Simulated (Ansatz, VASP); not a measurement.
## Two plane-wave programs on Si3IrRu

```
CELL_PARAMETERS angstrom
2.22966 -3.56497 0.00000
2.22966 3.56497 0.00000
0.00000 0.00000 5.50365
ATOMIC_POSITIONS crystal
Si 0.00000 0.00000 0.00000
Si 0.83416 0.16584 0.50000
Si 0.16584 0.83416 0.50000
Ru 0.50000 0.50000 0.00000
Ir 0.50000 0.50000 0.50000
```

Alike in both runs: functional PBE; k mesh 5 × 5 × 3; occupations gaussian, width 0.2 eV; no spin polarisation.

Ansatz relaxed the structure, and its values are those at the end. VASP's run is a single point on that final structure, the one shown.

|  | VASP | Ansatz |
| --- | --- | --- |
| version | VASP 6.6.1 | Ansatz 0.2.0 |
| potentials or method | VASP PAW PBE potentials, release 64 (Si, Ru_pv, Ir), cutoff 500 eV | scalar-relativistic, plane waves, PAW |
| valence electrons in the cell | 35 | 45 |

```csv
,VASP,Ansatz,Ansatz less VASP
gap on the k mesh at the Fermi level (eV),none,none,-
pressure (GPa),0.2,0.1,-0.13
rms of the force components (eV/Å),0.009,0.000,-0.0085
```

A gap of «none» marks a metal or a gap that the smearing closes. VASP's potentials hold 35 valence electrons a cell and Ansatz's 45, so a difference there can come from the potentials and not from the codes.

The k mesh is coarse, so the values compare programs but aren't converged. Neither program's run includes spin-orbit coupling.
